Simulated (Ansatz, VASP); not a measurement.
## Two plane-wave programs on Na3Al

```
CELL_PARAMETERS angstrom
0.00000 3.80728 3.80728
3.80728 0.00000 3.80728
3.80728 3.80728 0.00000
ATOMIC_POSITIONS crystal
Na 0.25000 0.25000 0.25000
Na 0.75000 0.75000 0.75000
Na 0.50000 0.50000 0.50000
Al 0.00000 0.00000 0.00000
```

Alike in both runs: task single point; functional PBE; k mesh 5 × 5 × 5; no spin polarisation.

|  | VASP | Ansatz |
| --- | --- | --- |
| version | VASP 6.6.1 | Ansatz 0.2.0 |
| potentials or method | VASP PAW PBE potentials, release 64 (Na_pv, Al), cutoff 520 eV | plane waves, PAW |
| occupations | methfessel-paxton of order 1, width 0.1 eV | cold, width 0.1 eV |
| valence electrons in the cell | 24 | 30 |

|  | VASP | Ansatz | Ansatz less VASP |
| --- | --- | --- | --- |
| pressure (GPa) | 0.4 | 0.4 | -0.01 |

VASP's potentials hold 24 valence electrons a cell and Ansatz's 30, so a difference there can come from the potentials and not from the codes. Ansatz's warnings: stress scf threshold loose.
